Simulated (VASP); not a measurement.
# Cd3TeSe2 (P-3m1) in VASP: notebook

Runs on Cd3TeSe2. Level: PBE. Tasks: single point.

All numbers are computed with VASP 6.6.1; they aren't measurements. Logs are shortened: lines on timing, memory, paths and dates and some standing lists are left out, and cuts for length are marked.

**1. The cell of the first run**

The structure is trigonal, space group P-3m1 (No. 164). The conventional cell has a = 4.391 Å, b = 4.391 Å, c = 9.458 Å, α = 90.00°, β = 90.00°, γ = 120.00°. Within 4.1 Å of Cd (site symmetry 3m) lie 3 Se at 2.96 Å and 6 Cd at 3.00 to 4.09 Å and 3 Te at 4.03 Å. Cd (site symmetry -3m) has 6 Cd at 3.00 Å and 6 Se at 4.02 Å within 4.1 Å. Te (site symmetry -3m) has 6 Se at 3.00 Å and 6 Cd at 4.03 Å within 4.1 Å. Se (site symmetry 3m) has 6 Cd at 2.96 to 4.02 Å and 3 Te at 3.00 Å and 3 Se at 4.09 Å within 4.1 Å.

The cell was built from a structure type or drawn by symmetry, and may not be a known phase.

**2. Single point, PBE**

The input, INCAR:

```
ALGO = Normal
EDIFF = 1E-6
ENCUT = 520
GGA = PE
ISIF = 2
ISMEAR = 0
LASPH = True
LCHARG = False
LREAL = False
LWAVE = False
NBANDS = 36
NELM = 60
PREC = Accurate
SIGMA = 0.1
```

The input, KPOINTS:

```
k-points
0
Gamma
  6 6 2
```

The input, POSCAR:

```
Cd3TeSe2
1.0
    4.3907680192      0.0000000000      0.0000000000
   -2.1953840096      3.8025166468      0.0000000000
    0.0000000000      0.0000000000      9.4580275246
Cd Te Se
3 1 2
Direct
    0.3333333333      0.6666666667      0.6693846618
    0.6666666667      0.3333333333      0.3306153382
    0.0000000000      0.0000000000      0.5000000000
    0.0000000000      0.0000000000      0.0000000000
    0.3333333333      0.6666666667      0.1695700472
    0.6666666667      0.3333333333      0.8304299528
```

Potentials or basis: VASP PAW PBE potentials, release 64 (Cd, Te, Se).

Launch:

```
cat potpaw_PBE.64/Cd/POTCAR potpaw_PBE.64/Te/POTCAR potpaw_PBE.64/Se/POTCAR > POTCAR
mpirun -np 1 vasp_std > vasp.out
```

OUTCAR:

```text
EDIFF = 1E-6
   ENCUT = 520
   GGA = PE
   ISIF = 2
   ISMEAR = 0
   LASPH = True
   LREAL = False
   NELM = 60
   PREC = Accurate

 ion  position               nearest neighbor table
   1  0.333  0.667  0.669-   6 2.96   6 2.96   6 2.96   3 3.00   3 3.00   3 3.00
   2  0.667  0.333  0.331-   5 2.96   5 2.96   5 2.96   3 3.00   3 3.00   3 3.00
   3  0.000  0.000  0.500-   1 3.00   2 3.00   2 3.00   1 3.00   2 3.00   1 3.00
   4  0.000  0.000  0.000-   5 3.00   6 3.00   6 3.00   5 3.00   6 3.00   5 3.00
   5  0.333  0.667  0.170-   2 2.96   2 2.96   2 2.96   4 3.00   4 3.00   4 3.00
   6  0.667  0.333  0.830-   1 2.96   1 2.96   1 2.96   4 3.00   4 3.00   4 3.00

  LATTYP: Found a hexagonal cell.
 ALAT       =     4.3907680192
 C/A-ratio  =     2.1540713340

  Lattice vectors:

 A1 = (   4.3907680192,   0.0000000000,   0.0000000000)
 A2 = (  -2.1953840096,   3.8025166468,   0.0000000000)
 A3 = (   0.0000000000,   0.0000000000,   9.4580275246)

Analysis of symmetry for initial positions (statically):
=====================================================================
 Subroutine PRICEL returns:
 Original cell was already a primitive cell.

 Routine SETGRP: Setting up the symmetry group for a
 hexagonal supercell.

 Subroutine GETGRP returns: Found 12 space group operations
 (whereof 12 operations were pure point group operations)
 out of a pool of 24 trial point group operations.

The static configuration has the point symmetry D_3d.

Analysis of symmetry for dynamics (positions and initial velocities):
=====================================================================
 Subroutine PRICEL returns:
 Original cell was already a primitive cell.

 Routine SETGRP: Setting up the symmetry group for a
 hexagonal supercell.

 Subroutine GETGRP returns: Found 12 space group operations
 (whereof 12 operations were pure point group operations)
 out of a pool of 24 trial point group operations.

The dynamic configuration has the point symmetry D_3d.

 Subroutine INISYM returns: Found 12 space group operations
 (whereof 12 operations are pure point group operations),
 and found     1 'primitive' translations

----------------------------------------------------------------------------------------

                                     Primitive cell

  volume of cell :     157.9109

  direct lattice vectors                    reciprocal lattice vectors
     4.390768019  0.000000000  0.000000000     0.227750588  0.131491864  0.000000000
    -2.195384010  3.802516647  0.000000000     0.000000000  0.262983727  0.000000000
     0.000000000  0.000000000  9.458027525     0.000000000  0.000000000  0.105730291

  length of vectors
     4.390768019  4.390768019  9.458027525     0.262983727  0.262983727  0.105730291

  position of ions in fractional coordinates (direct lattice)
     0.333333333  0.666666667  0.669384662
     0.666666667  0.333333333  0.330615338
     0.000000000  0.000000000  0.500000000
     0.000000000  0.000000000  0.000000000
     0.333333333  0.666666667  0.169570047
     0.666666667  0.333333333  0.830429953

  ion indices of the primitive-cell ions
   primitive index   ion index
                 1           1
                 2           2
                 3           3
                 4           4
                 5           5
                 6           6

----------------------------------------------------------------------------------------

 KPOINTS: k-points

Automatic generation of k-mesh.
 Grid dimensions read from file:
 generate k-points for:    6    6    2

 Generating k-lattice:

  Cartesian coordinates                     Fractional coordinates (reciprocal lattice)
     0.037958431  0.021915311  0.000000000     0.166666667  0.000000000  0.000000000
     0.000000000  0.043830621  0.000000000     0.000000000  0.166666667  0.000000000
     0.000000000  0.000000000  0.052865145     0.000000000  0.000000000  0.500000000

  Length of vectors
     0.043830621  0.043830621  0.052865145

  Shift w.r.t. Gamma in fractional coordinates (k-lattice)
     0.000000000  0.000000000  0.000000000

 Subroutine IBZKPT returns following result:
 ===========================================

 Found     14 irreducible k-points:

 Following reciprocal coordinates:
            Coordinates               Weight
  0.000000  0.000000  0.000000      1.000000
  0.166667 -0.000000  0.000000      6.000000
  0.333333 -0.000000  0.000000      6.000000
  0.500000 -0.000000  0.000000      3.000000
  0.166667  0.166667  0.000000      6.000000
  0.333333  0.166667  0.000000     12.000000
  0.333333  0.333333  0.000000      2.000000
  0.000000  0.000000  0.500000      1.000000
  0.166667 -0.000000  0.500000      6.000000
  0.333333 -0.000000  0.500000      6.000000
  0.500000 -0.000000  0.500000      3.000000
  0.166667  0.166667  0.500000      6.000000
  0.333333  0.166667  0.500000     12.000000
  0.333333  0.333333  0.500000      2.000000
   k-points           NKPTS =     14   k-points in BZ     NKDIM =     14   number of bands    NBANDS=     36
   number of dos      NEDOS =    301   number of ions     NIONS =      6
   total plane-waves  NPLWV =  90720
   dimension x,y,z NGX =    36 NGY =   36 NGZ =   70
   dimension x,y,z NGXF=    72 NGYF=   72 NGZF=  140
   ions per type =               3   1   2
   NGX,Y,Z   is equivalent  to a cutoff of  13.63, 13.63, 12.30 a.u.
   NGXF,Y,Z  is equivalent  to a cutoff of  27.26, 27.26, 24.61 a.u.
 SYSTEM =  unknown system
   PREC   = accura    normal or accurate (medium, high low for compatibility)
   ISTART =      0    job   : 0-new  1-cont  2-samecut
   ICHARG =      2    charge: 1-file 2-atom 10-const
   ISPIN  =      1    spin polarized calculation?
   LNONCOLLINEAR =      F non collinear calculations
   LSORBIT =      F    spin-orbit coupling
   LASPH  =      T    aspherical Exc in radial PAW
   ENCUT  =  520.0 eV  38.22 Ry    6.18 a.u.   8.16  8.16 17.59*2*pi/ulx,y,z
   NELM   =     60;   NELMIN=  2; NELMDL= -5     # of ELM steps
   EDIFF  = 0.1E-05   stopping-criterion for ELM
   LREAL  =      F    real-space projection
   EDIFFG = 0.1E-04   stopping-criterion for IOM
   NSW    =      0    number of steps for IOM
   IBRION =     -1    ionic relax: 0-MD 1-quasi-New 2-CG
   NFREE  =      0    steps in history (QN), initial steepest desc. (CG)
   ISIF   =      2    stress and relaxation
   ISYM   =      2    0-nonsym 1-usesym 2-fastsym
   POTIM  = 0.5000    time-step for ionic-motion
   TEBEG  =    0.0;   TEEND  =   0.0 temperature during run
   PSTRESS=    0.0 pullay stress
   NELECT =      54.0000    total number of electrons
   NUPDOWN=      -1.0000    fix difference up-down
   EMIN   =  10.00;   EMAX   =-10.00  energy-range for DOS
   EFERMI =   0.00;   METHOD = LEGACY
   ISMEAR =     0;   SIGMA  =   0.10  broadening in eV -4-tet -1-fermi 0-gaus
   EFERMI_NEDOS =   21; number of points for ismear=-14 and -15
   IALGO  =     38    algorithm
   IMIX   =      4    mixing-type and parameters
     AMIX     =   0.40;   BMIX     =  1.00
     AMIX_MAG =   1.60;   BMIX_MAG =  1.00
  volume/ion in A,a.u.               =      26.32       177.61
  Fermi-wavevector in a.u.,A,eV,Ry     =   1.144815  2.163387 17.831818  1.310602
  Thomas-Fermi vector in A             =   2.281506
   LORBIT       =      0    0 simple, 1 ext, 2 COOP (PROOUT), +10 PAW based schemes
   GGA     = PE    functional components
   LHFCALC =     F    Hartree Fock is set to
   AEXX    =    0.0000 exact exchange contribution
   IVDW    =     0    specifies the selected vdW correction
   LEPSILON=     F    determine dielectric tensor
   LRPA    =     F    only Hartree local field effects (RPA)
 non-spin polarized calculation
 Gauss-broadening in eV      SIGMA  =   0.10
  energy-cutoff  :      520.00
  volume of cell :      157.91
 maximum number of plane-waves:      4268
 NGX is ok and might be reduce to    36
   NGX = 17   NGY = 17   NGZ = 35

 number of electron      54.0000010 magnetization

 Free energy of the ion-electron system (eV)
  ---------------------------------------------------
  ext. energy  EPLUGINS =         0.00000000
  ---------------------------------------------------
  free energy    TOTEN  =       -12.28423871 eV

  energy without entropy =      -12.25257049  energy(sigma->0) =      -12.26840460

 E-fermi :   3.5008     XC(G=0):  -9.7596

 val. band max:        3.4951368061   @ k =   0.1667   0.1667   0.0000
 cond. band min:       3.5242555970   @ k =   0.3333   0.1667   0.5000
 fundamental gap:      0.0291187909
 Fermi energy:         3.5007514731

 k-point     1 :       0.0000    0.0000    0.0000
  band No.  band energies     occupation
      1     -11.0033      2.00000
      2      -9.8362      2.00000
      3      -6.8028      2.00000
      4      -5.7480      2.00000
      5      -5.7480      2.00000
      6      -5.4456      2.00000
[... 28 lines left out ...]
     35       8.1159      0.00000
     36       8.9188      0.00000

 k-point     2 :       0.1667   -0.0000    0.0000
  band No.  band energies     occupation
      1     -10.8212      2.00000
      2      -9.7761      2.00000
      3      -7.0194      2.00000
      4      -5.7301      2.00000
      5      -5.6696      2.00000
      6      -5.4700      2.00000
[... 28 lines left out ...]
     35       8.7064      0.00000
     36       9.4556      0.00000

 k-point     3 :       0.3333   -0.0000    0.0000
  band No.  band energies     occupation
      1     -10.3367      2.00000
      2      -9.6807      2.00000
      3      -7.5812      2.00000
      4      -5.6900      2.00000
      5      -5.5124      2.00000
      6      -5.5005      2.00000
[... 28 lines left out ...]
     35       8.7922      0.00000
     36       9.1766      0.00000
[... 352 lines left out ...]
 k-point    13 :       0.3333    0.1667    0.5000
  band No.  band energies     occupation
      1      -9.9652      2.00000
      2      -9.6640      2.00000
      3      -7.9633      2.00000
      4      -5.6178      2.00000
      5      -5.4787      2.00000
      6      -5.4654      2.00000
[... 28 lines left out ...]
     35       9.5121      0.00000
     36       9.5935      0.00000

 k-point    14 :       0.3333    0.3333    0.5000
  band No.  band energies     occupation
      1      -9.6831      2.00000
      2      -9.6831      2.00000
      3      -8.2197      2.00000
      4      -5.5122      2.00000
      5      -5.5122      2.00000
      6      -5.4014      2.00000
[... 28 lines left out ...]
     35       9.1171      0.00000
     36      10.3055      0.00000

------------------------ aborting loop because EDIFF is reached ----------------------------------------

  FORCE on cell =-STRESS in cart. coord.  units (eV):
  Direction    XX          YY          ZZ          XY          YZ          ZX
  --------------------------------------------------------------------------------------
  -------------------------------------------------------------------------------------
  Total        0.0160966      0.0160966      0.5035166      0.0000000      0.0000000      0.0000000
  in kB        0.1633173      0.1633173      5.1087210      0.0000000      0.0000000      0.0000000
  external PRESSURE =       1.8117852 kB  Pullay stress =       0.0000000 kB

 VOLUME and BASIS-vectors are now :
 -----------------------------------------------------------------------------
  energy-cutoff  :      520.00
  volume of cell :      157.91
      direct lattice vectors                 reciprocal lattice vectors
     4.390768019  0.000000000  0.000000000     0.227750588  0.131491864  0.000000000
    -2.195384010  3.802516647  0.000000000     0.000000000  0.262983727  0.000000000
     0.000000000  0.000000000  9.458027525     0.000000000  0.000000000  0.105730291

 POSITION                                       TOTAL-FORCE (eV/Angst)
 -----------------------------------------------------------------------------------
     -0.00000      2.53501      6.33106        -0.000000      0.000000      0.039795
      2.19538      1.26751      3.12697         0.000000     -0.000000     -0.039795
      0.00000      0.00000      4.72901        -0.000000      0.000000      0.000000
      0.00000      0.00000      0.00000        -0.000000      0.000000      0.000000
     -0.00000      2.53501      1.60380        -0.000000      0.000000     -0.010283
      2.19538      1.26751      7.85423         0.000000      0.000000      0.010283
 -----------------------------------------------------------------------------------
    total drift:                                0.000000     -0.000000      0.000000

  FREE ENERGIE OF THE ION-ELECTRON SYSTEM (eV)
  ---------------------------------------------------
  free  energy   TOTEN  =       -12.2842387131 eV

  energy  without entropy=      -12.2525704899  energy(sigma->0) =      -12.26840460
```

Run time: 2.3 min. Hardware: 1 thread of AMD EPYC 7R13, shared host; peak memory 0.29 GiB.

What came out:

```yaml
Free_energy: -12.2842 eV
Pressure: 0.2 GPa
Largest_force: 0.040 eV/Å
Band_gap_on_the_k_mesh: zero (bands 27 and 28 overlap by 0.23 eV)
```

Forces in eV/Å, atoms in the order of the input:
```
Cd   0.000  0.000  0.040
Cd   0.000  0.000 -0.040
Cd   0.000  0.000  0.000
Te   0.000  0.000  0.000
Se   0.000  0.000 -0.010
Se   0.000  0.000  0.010
```

Caveat: semilocal functionals underestimate gaps, so a narrow gap can read as zero; spin-orbit coupling is left out, which moves the levels of the heavy elements.

[end of part 1 of 2]
